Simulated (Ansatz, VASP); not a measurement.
**W in VASP and in Ansatz**

The input INCAR:

```
PREC = Accurate
ENCUT = 520
EDIFF = 1E-6
ISMEAR = -1
SIGMA = 0.1
LREAL = F
LASPH = T
NELM = 80
ALGO = Normal
ISIF = 2
LWAVE = F
LCHARG = T
GGA = PS
LELF = T
LVHAR = T
NBANDS = 28
```

The input KPOINTS:

```
Automatic mesh
0
Gamma
  9 9 14
```

The input POSCAR:

```
W
1.0
    4.7026744768      0.0000000000      0.0000000000
   -2.3513372384      4.0726355627      0.0000000000
    0.0000000000      0.0000000000      2.6173304781
W
3
Direct
    1.0000000000      1.0000000000      0.0000000000
    0.3333333333      0.6666666667      0.5000000000
    0.6666666667      0.3333333333      0.5000000000
```

Input for Ansatz:

```yaml
crystal:
  lattice:
    - [4.7026744768, 0.0, 0.0]
    - [-2.3513372384, 4.0726355627, 0.0]
    - [0.0, 0.0, 2.6173304781]
  atoms:
    - { symbol: W, position: [1.0, 1.0, 0.0] }
    - { symbol: W, position: [0.3333333333, 0.6666666667, 0.5] }
    - { symbol: W, position: [0.6666666667, 0.3333333333, 0.5] }
hamiltonian:
  xc: pbesol
  pseudopotentials:
    kind: paw
    azcp:
      W: "pseudopotentials/W.paw.azcp"
basis:
  ecutwfc: 420
  fft_grid_basis: typed
kpoints:
  mp_grid: { grid: [9, 9, 14], shift: [0, 0, 0] }
magnetization:
  spin_polarized: false
scf:
  occupations: { method: fermi_dirac, width: 0.1 }
  lower_state_search: "off"
output:
  stress: true
```

Alike in both runs: task single point; functional PBEsol; k mesh 9 × 9 × 14; occupations fermi-dirac, width 0.1 eV; no spin polarisation.

|  | VASP | Ansatz |
| --- | --- | --- |
| version | VASP 6.6.1 | Ansatz 0.2.0 |
| potentials or method | VASP PAW PBE potentials, release 64 (W_sv), cutoff 520 eV | plane waves (420 eV) with PAW, scalar-relativistic |
| valence electrons in the cell | 42 | 42 |

Ansatz gave:

| Item | Value |
| --- | --- |
| pressure (GPa) | -10.5 |
| traceless stress, the component that is largest in VASP (GPa) | -1.77 |

Question: Which values does VASP return?

Answer: Pressure (GPa): -10.1; traceless stress, the component that is largest in VASP (GPa): -1.44.

VASP's potentials were made for PBE, not for PBEsol, and Ansatz warns of the same on its side.

Neither program's run includes spin-orbit coupling.
